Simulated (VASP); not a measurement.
A run of VASP 6.6.1 is set up as follows.

Contents of INCAR:

```
PREC = Accurate ; ENCUT = 520
EDIFF = 1E-7 ; ISMEAR = 0
SIGMA = 0.05 ; LREAL = False
LASPH = True ; NELM = 100
ALGO = Normal ; ISIF = 2
LWAVE = False ; LCHARG = True
GGA = PE ; LELF = True
LVHAR = True ; NBANDS = 28
```

Contents of KPOINTS:

```
Automatic mesh
0
Gamma
  8 8 8
```

File POSCAR:

```
SrTiO3
1.0
    3.9364094381      0.0000000000      0.0000000000
    0.0000000000      3.9364094381      0.0000000000
    0.0000000000      0.0000000000      3.9364094381
Sr Ti O
1 1 3
Direct
    0.0366551542      0.0000000000      0.0000000000
    0.4593290503      0.5000000000      0.5000000000
   -0.0201239654      0.5000000000      0.5000000000
    0.4705305037      0.0000000000      0.5000000000
    0.4705305037      0.5000000000      0.0000000000
```

Potentials or basis: VASP PAW PBE potentials, release 64 (Sr_sv, Ti_sv, O).

Run with:

```console
$ cat potpaw_PBE.64/Sr_sv/POTCAR potpaw_PBE.64/Ti_sv/POTCAR potpaw_PBE.64/O/POTCAR > POTCAR
$ mpirun -np 1 vasp_std > vasp.out
```

What does it give for the pressure?

2.8 GPa.

Predict the largest force.

1.043 eV/Å.

Forces on the atoms (eV/Å):
```
Sr  -1.043  0.000  0.000
Ti   0.767  0.000  0.000
O   -0.046  0.000  0.000
O    0.161  0.000  0.000
O    0.161  0.000  0.000
```

Caveat: the cell differs from its parent crystal (mode 1 frozen in at -0.019 Å and mode 7 at +0.173 Å (largest displacements)); forces of over 1 eV/Å act on the atoms, so gaps and moduli don't describe the material at rest.
